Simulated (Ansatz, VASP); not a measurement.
One calculation of CdHgS2, two programs

File INCAR:

```
ALGO = Normal
EDIFF = 1E-6
ENCUT = 520
GGA = PE
ISIF = 2
ISMEAR = 0
LASPH = T
LCHARG = F
LREAL = F
LWAVE = F
NBANDS = 26
NELM = 60
PREC = Accurate
SIGMA = 0.01
```

The input KPOINTS:

```
k-points
0
Gamma
  6 6 4
```

The input POSCAR:

```
CdHgS2
1.0
    4.1324696302      0.0000000000      0.0000000000
    0.0000000000      4.1324696302      0.0000000000
    0.0000000000      0.0000000000      5.8204839343
Cd S Hg
1 2 1
Direct
    0.0000000000      0.0000000000      0.0000000000
    0.0000000000      0.5000000000      0.2462934548
    0.5000000000      0.0000000000      0.7537065452
    0.5000000000      0.5000000000      0.5000000000
```

Input for Ansatz:

```yaml
crystal:
  lattice:
    - [4.1324696302, 0.0, 0.0]
    - [0.0, 4.1324696302, 0.0]
    - [0.0, 0.0, 5.8204839343]
  atoms:
    - { symbol: Cd, position: [0.0, 0.0, 0.0] }
    - { symbol: S, position: [0.0, 0.5, 0.2462934548] }
    - { symbol: Hg, position: [0.5, 0.5, 0.5] }
    - { symbol: S, position: [0.5, 0.0, 0.7537065452] }
kpoints:
  mp_grid: { grid: [6, 6, 4] }
hamiltonian:
  xc: pbe
scf:
  occupations: { method: fixed }
  n_extra_bands: 5
output:
  forces: true
  stress: true
  eigenvalues: true
```

Alike in both runs: task single point; functional PBE; k mesh 6 × 6 × 4; no spin polarisation.

```csv
,VASP,Ansatz
version,VASP 6.6.1,Ansatz 0.2.0
potentials or method,"VASP PAW PBE potentials, release 64 (Cd, S, Hg)","plane waves, PAW"
plane-wave cutoff (eV),520,420
occupations,"gaussian, width 0.01 eV",fixed
valence electrons in the cell,36,52
```

|  | VASP | Ansatz | Ansatz less VASP |
| --- | --- | --- | --- |
| gap on the k mesh at the Fermi level (eV) | 0.33 | 0.32 | -0.002 |
| pressure (GPa) | 4.1 | 3.7 | -0.34 |

VASP's potentials hold 36 valence electrons a cell and Ansatz's 52, so a difference there can come from the potentials and not from the codes.

Neither program's run includes spin-orbit coupling.
